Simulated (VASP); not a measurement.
# Bi2Te3 in VASP: band structure with LDA

Aim: the band structure of Bi2Te3 with LDA.

Program: VASP 6.6.1. These are calculated values, not measurements. Logs are shortened: lines on timing, memory, paths and dates and some standing lists are left out, and cuts for length are marked.

## 1. The cell of the first run

The cell holds a sheet with vacuum, 5 atoms: a = 4.386 Å, b = 4.386 Å, c = 23.553 Å, α = 90.00°, β = 90.00°, γ = 60.00°.

## 2. Band structure, LDA, non-collinear spin, zero start, spin-orbit coupling

The input, POSCAR:

```
Bi2Te3
1.0
    4.3860000000      0.0000000000      0.0000000000
    2.1930000000      3.7983874210      0.0000000000
    0.0000000000      0.0000000000     23.5530903334
Te Bi
3 2
Direct
    0.0000000000      0.0000000000      0.5000000000
    0.3333333333      0.3333333333      0.6603418113
    0.6666666667      0.6666666667      0.3396581887
    0.3333333333      0.3333333333      0.4136787018
    0.6666666667      0.6666666667      0.5863212982
```

The input, INCAR.step1:

```
SYSTEM = Bi2Te3
  GGA = CA
  LSORBIT = .True.
  MAGMOM = 0 0 0 0 0 0 0 0 0 0 0 0 0 0 0
  LORBIT = 11
  LDIPOL = .True.
  IDIPOL = 3
  DIPOL = 0.5 0.5 0.500
  ISMEAR = 0
  SIGMA = 0.03
  LWAVE = .False.
  LCHARG = .True.
  NBANDS = 78
  PREC = Accurate
  LASPH = .True.
  LREAL = .False.
  ALGO = Normal
  EDIFF = 1E-6
  NELM = 200
  GGA_COMPAT = .False.
  ENCUT = 280
  EFERMI = MIDGAP
  NELMDL = -8
  KPAR = 4
```

The input, KPOINTS.step1:

```
Automatic mesh
0
Gamma
  5 5 1
  0 0 0
```

The input, INCAR.step2:

```
SYSTEM = Bi2Te3
  GGA = CA
  LSORBIT = .True.
  MAGMOM = 0 0 0 0 0 0 0 0 0 0 0 0 0 0 0
  LORBIT = 11
  LDIPOL = .True.
  IDIPOL = 3
  DIPOL = 0.5 0.5 0.500
  ISMEAR = 0
  SIGMA = 0.03
  LWAVE = .False.
  LCHARG = .False.
  NBANDS = 78
  PREC = Accurate
  LASPH = .True.
  LREAL = .False.
  ALGO = Normal
  EDIFF = 1E-6
  NELM = 200
  GGA_COMPAT = .False.
  ENCUT = 280
  EFERMI = MIDGAP
  NELMDL = -8
  ICHARG = 11
  KPAR = 4
```

The input, KPOINTS.step2:

```
path GMKGALHA,LM,KH
12
line-mode
reciprocal
 0.0000000000  0.0000000000  0.0000000000  G
 0.5000000000  0.0000000000  0.0000000000  M

 0.5000000000  0.0000000000  0.0000000000  M
 0.3333333333 -0.3333333333  0.0000000000  K

 0.3333333333 -0.3333333333  0.0000000000  K
 0.0000000000  0.0000000000  0.0000000000  G

 0.0000000000  0.0000000000  0.0000000000  G
 0.0000000000  0.0000000000 -0.5000000000  A

 0.0000000000  0.0000000000 -0.5000000000  A
 0.5000000000  0.0000000000 -0.5000000000  L

 0.5000000000  0.0000000000 -0.5000000000  L
 0.3333333333 -0.3333333333 -0.5000000000  H

 0.3333333333 -0.3333333333 -0.5000000000  H
 0.0000000000  0.0000000000 -0.5000000000  A

 0.5000000000  0.0000000000 -0.5000000000  L
 0.5000000000  0.0000000000  0.0000000000  M

 0.3333333333 -0.3333333333  0.0000000000  K
 0.3333333333 -0.3333333333 -0.5000000000  H
```

Potentials or basis: VASP PAW LDA potentials, release 64 (Te, Bi_d).

Run with:

```sh
$ cat potpaw_LDA.64/Te/POTCAR potpaw_LDA.64/Bi_d/POTCAR > POTCAR
$ cp INCAR.step1 INCAR
$ cp KPOINTS.step1 KPOINTS
$ mpirun -np 4 vasp_ncl > vasp.out
$ cp INCAR.step2 INCAR
$ cp KPOINTS.step2 KPOINTS
$ mpirun -np 4 vasp_ncl > vasp.out
```

OUTCAR:

```text
SYSTEM = Bi2Te3
   GGA = CA
   LSORBIT = .True.
   LORBIT = 11
   ISMEAR = 0
   PREC = Accurate
   LASPH = .True.
   LREAL = .False.
   EDIFF = 1E-6
   NELM = 200
   ENCUT = 280
   EFERMI = MIDGAP
   NELMDL = -8
   ICHARG = 11

 Generated    12 points on each line segment, for a total of    108 k-points:

 Following reciprocal coordinates:
            Coordinates               Weight
  0.000000  0.000000  0.000000      0.009259
  0.045455  0.000000  0.000000      0.009259
  0.090909  0.000000  0.000000      0.009259
  0.136364  0.000000  0.000000      0.009259
  0.181818  0.000000  0.000000      0.009259
  0.227273  0.000000  0.000000      0.009259
   k-points           NKPTS =    108   k-points in BZ     NKDIM =    108   number of bands    NBANDS=     78
   number of dos      NEDOS =    301   number of ions     NIONS =      5
   total plane-waves  NPLWV =  80640
   dimension x,y,z NGX =    24 NGY =   24 NGZ =  140
   dimension x,y,z NGXF=    48 NGYF=   48 NGZF=  280
   ions per type =               3   2
   NGX,Y,Z   is equivalent  to a cutoff of   9.10,  9.10,  9.88 a.u.
   NGXF,Y,Z  is equivalent  to a cutoff of  18.19, 18.19, 19.76 a.u.
 SYSTEM =  Bi2Te3
   PREC   = accura    normal or accurate (medium, high low for compatibility)
   ISTART =      0    job   : 0-new  1-cont  2-samecut
   ICHARG =     11    charge: 1-file 2-atom 10-const
   ISPIN  =      1    spin polarized calculation?
   LNONCOLLINEAR =      T non collinear calculations
   LSORBIT =      T    spin-orbit coupling
   LASPH  =      T    aspherical Exc in radial PAW
   ENCUT  =  280.0 eV  20.58 Ry    4.54 a.u.   5.98  5.98 32.14*2*pi/ulx,y,z
   NELM   =    200;   NELMIN=  2; NELMDL= -8     # of ELM steps
   EDIFF  = 0.1E-05   stopping-criterion for ELM
   LREAL  =      F    real-space projection
   EDIFFG = 0.1E-04   stopping-criterion for IOM
   NSW    =      0    number of steps for IOM
   IBRION =     -1    ionic relax: 0-MD 1-quasi-New 2-CG
   NFREE  =      0    steps in history (QN), initial steepest desc. (CG)
   ISIF   =      2    stress and relaxation
   ISYM   =      2    0-nonsym 1-usesym 2-fastsym
   POTIM  = 0.5000    time-step for ionic-motion
   TEBEG  =    0.0;   TEEND  =   0.0 temperature during run

   SCALEE = 1.0000    scale energy and forces
   PSTRESS=    0.0 pullay stress
   NELECT =      48.0000    total number of electrons
   NUPDOWN=      -1.0000    fix difference up-down
   EMIN   =  10.00;   EMAX   =-10.00  energy-range for DOS
   EFERMI =   0.00;   METHOD = MIDGAP
   ISMEAR =     0;   SIGMA  =   0.03  broadening in eV -4-tet -1-fermi 0-gaus
   EFERMI_NEDOS =   21; number of points for ismear=-14 and -15
   IALGO  =     38    algorithm
   IMIX   =      4    mixing-type and parameters
     AMIX     =   0.40;   BMIX     =  1.00
     AMIX_MAG =   1.60;   BMIX_MAG =  1.00
  volume/ion in A,a.u.               =      78.48       529.59
  Fermi-wavevector in a.u.,A,eV,Ry     =   0.812675  1.535732  8.985830  0.660440
  Thomas-Fermi vector in A             =   1.922260
   LORBIT       =     11    0 simple, 1 ext, 2 COOP (PROOUT), +10 PAW based schemes
   GGA     = CA    functional components
   LHFCALC =     F    Hartree Fock is set to
   AEXX    =    0.0000 exact exchange contribution
   IVDW    =     0    specifies the selected vdW correction
   LEPSILON=     F    determine dielectric tensor
   LRPA    =     F    only Hartree local field effects (RPA)

   CSHIFT  =0.1000    complex shift for real part using Kramers Kronig

   OMEGAMAX=  -1.0    maximum frequency
 Gauss-broadening in eV      SIGMA  =   0.03
  energy-cutoff  :      280.00
  volume of cell :      392.39
 maximum number of plane-waves:      8466
 NGX is ok and might be reduce to    24

 number of electron      47.9999924 magnetization       0.0000000     -0.0000000     -0.0000000

 DIPCOR: dipole corrections for dipol
 direction  3 min pos     1,
 dipolmoment           0.000000      0.000000      0.000000 electrons x Angstroem
 Tr[quadrupol]      -163.880881

 energy correction for charged system         0.000000 eV

 dipol+quadrupol energy correction           -0.000000 eV

 added-field ion interaction          0.000000 eV  (added to PSCEN)

 Free energy of the ion-electron system (eV)
  ---------------------------------------------------
  ext. energy  EPLUGINS =         0.00000000
  ---------------------------------------------------
  free energy    TOTEN  =       -21.64158991 eV

  energy without entropy =      -21.64158991  energy(sigma->0) =      -21.64158991

 E-fermi :  -0.6527     XC(G=0):  -4.6772

 val. band max:       -0.7644026658   @ k =   0.1818   0.0000  -0.5000
 cond. band min:      -0.5331379992   @ k =   0.0000   0.0000   0.0000
 fundamental gap:      0.2312646666
 Fermi energy:        -0.6526932849

 k-point     1 :       0.0000    0.0000    0.0000
  band No.  band energies     occupation
      1     -24.9490      1.00000
      2     -24.9490      1.00000
      3     -24.9487      1.00000
      4     -24.9487      1.00000
      5     -24.9455      1.00000
      6     -24.9455      1.00000
[... 367 lines left out ...]
     59       2.9746      0.00000
     60       2.9746      0.00000

 [... further k-points ...]

 [bands above 60 left out]

------------------------ aborting loop because EDIFF is reached ----------------------------------------

 vacuum level on the upper side and lower side of the slab       (xc-potential included)        -0.127        -0.127

  FORCE on cell =-STRESS in cart. coord.  units (eV):
  Direction    XX          YY          ZZ          XY          YZ          ZX
  --------------------------------------------------------------------------------------
  -------------------------------------------------------------------------------------
  Total        1.7737723      1.7737723     -1.5008256      0.0000000      0.0000000     -0.0000000
  in kB        7.2425695      7.2425695     -6.1280885      0.0000000      0.0000000     -0.0000000
  external PRESSURE =       2.7856835 kB  Pullay stress =       0.0000000 kB

 VOLUME and BASIS-vectors are now :
 -----------------------------------------------------------------------------
  energy-cutoff  :      280.00
  volume of cell :      392.39
      direct lattice vectors                 reciprocal lattice vectors
     4.386000000  0.000000000  0.000000000     0.227998176 -0.131634808  0.000000000
     2.193000000  3.798387421  0.000000000     0.000000000  0.263269617  0.000000000
     0.000000000  0.000000000 23.553090333     0.000000000  0.000000000  0.042457274

 POSITION                                       TOTAL-FORCE (eV/Angst)
 -----------------------------------------------------------------------------------
      0.00000      0.00000     11.77655         0.000000      0.000000      0.000000
      2.19300      1.26613     15.55309         0.000000     -0.000000     -0.457620
      4.38600      2.53226      8.00000         0.000000      0.000000      0.457620
      2.19300      1.26613      9.74341        -0.000000     -0.000000     -0.310779
      4.38600      2.53226     13.80968         0.000000      0.000000      0.310779
 -----------------------------------------------------------------------------------
    total drift:                                0.000000      0.000000      0.000000

  FREE ENERGIE OF THE ION-ELECTRON SYSTEM (eV)
  ---------------------------------------------------
  free  energy   TOTEN  =       -21.6415899143 eV

  energy  without entropy=      -21.6415899137  energy(sigma->0) =      -21.64158991

 vacuum level on the upper side and lower side of the slab         4.613         4.613

 Spin-Orbit-Coupling matrix elements

 Ion:    1  E_soc:     -0.1897746
 l=   1
     0.0000000    -0.0313592    -0.0321171
    -0.0313592     0.0000000    -0.0313592
    -0.0321171    -0.0313592     0.0000000
 l=   2
     0.0000000    -0.0000073     0.0000000    -0.0000073     0.0000039
    -0.0000073     0.0000000    -0.0000011    -0.0000241    -0.0000073
     0.0000000    -0.0000011     0.0000000    -0.0000011     0.0000000
    -0.0000073    -0.0000241    -0.0000011     0.0000000    -0.0000073
     0.0000039    -0.0000073     0.0000000    -0.0000073     0.0000000
 l=   3
     0.0000000     0.0000000     0.0000000     0.0000000     0.0000000     0.0000000     0.0000000
     0.0000000     0.0000000     0.0000000     0.0000000     0.0000000     0.0000000     0.0000000
     0.0000000     0.0000000     0.0000000     0.0000000     0.0000000     0.0000000     0.0000000
     0.0000000     0.0000000     0.0000000     0.0000000     0.0000000     0.0000000     0.0000000
     0.0000000     0.0000000     0.0000000     0.0000000     0.0000000     0.0000000     0.0000000
     0.0000000     0.0000000     0.0000000     0.0000000     0.0000000     0.0000000     0.0000000
     0.0000000     0.0000000     0.0000000     0.0000000     0.0000000     0.0000000     0.0000000
[... 61 lines left out ...]
 Ion:    5  E_soc:     -1.4443142
 l=   1
     0.0000000    -0.1741329    -0.1770580
    -0.1741329     0.0000000    -0.1741329
    -0.1770580    -0.1741329     0.0000000
 l=   2
     0.0000000    -0.0131030     0.0000000    -0.0131030    -0.0528426
    -0.0131030     0.0000000    -0.0392875    -0.0130037    -0.0131030
     0.0000000    -0.0392875     0.0000000    -0.0392875     0.0000000
    -0.0131030    -0.0130037    -0.0392875     0.0000000    -0.0131030
    -0.0528426    -0.0131030     0.0000000    -0.0131030     0.0000000
 l=   3
     0.0000000     0.0000000     0.0000000     0.0000000     0.0000000     0.0000000     0.0000000
     0.0000000     0.0000000     0.0000000     0.0000000     0.0000000     0.0000000     0.0000000
     0.0000000     0.0000000     0.0000000     0.0000000     0.0000000     0.0000000     0.0000000
     0.0000000     0.0000000     0.0000000     0.0000000     0.0000000     0.0000000     0.0000000
     0.0000000     0.0000000     0.0000000     0.0000000     0.0000000     0.0000000     0.0000000
     0.0000000     0.0000000     0.0000000     0.0000000     0.0000000     0.0000000     0.0000000
     0.0000000     0.0000000     0.0000000     0.0000000     0.0000000     0.0000000     0.0000000

 total charge

# of ion       s       p       d       tot
------------------------------------------
    1        1.384   2.001   0.021   3.407
    2        1.402   1.953   0.019   3.374
    3        1.402   1.953   0.019   3.374
    4        1.598   1.149   9.935  12.683
    5        1.598   1.149   9.935  12.683
--------------------------------------------------
tot          7.384   8.206  19.929  35.520

 magnetization (x)

# of ion       s       p       d       tot
------------------------------------------
    1       -0.000   0.000   0.000  -0.000
    2        0.000   0.000   0.000   0.000
    3        0.000   0.000   0.000   0.000
    4        0.000   0.000   0.000   0.000
    5        0.000   0.000   0.000   0.000
--------------------------------------------------
tot          0.000   0.000   0.000   0.000

 magnetization (y)

# of ion       s       p       d       tot
------------------------------------------
    1        0.000   0.000   0.000   0.000
    2       -0.000   0.000   0.000   0.000
    3       -0.000   0.000   0.000   0.000
    4       -0.000   0.000   0.000  -0.000
    5       -0.000   0.000   0.000  -0.000
--------------------------------------------------
tot         -0.000   0.000   0.000   0.000

 magnetization (z)

# of ion       s       p       d       tot
------------------------------------------
    1        0.000  -0.000  -0.000   0.000
    2        0.000   0.000   0.000   0.000
    3        0.000   0.000   0.000   0.000
    4        0.000   0.000   0.000   0.000
    5        0.000   0.000   0.000   0.000
--------------------------------------------------
tot          0.000  -0.000  -0.000   0.000
```

It took 18 min on 4 MPI ranks of AMD EPYC 7R43 (Zen 3), shared host; peak memory 1.5 GiB.

Results:

```
Net moment : 0.00 μB per cell
```

Moments on the atoms (μB; x, y, z):
```
Te  0.00 0.00 0.00
Te  0.00 0.00 0.00
Te  0.00 0.00 0.00
Bi  0.00 0.00 0.00
Bi  0.00 0.00 0.00
```

Caveat: the cutoff is under 1.25 times the usual one of these potentials, so pressure, stress and relaxed cells hold a basis-set (Pulay) error; the log is that of the step along the path at fixed density, whose energy, stress, charges and moments have no meaning.
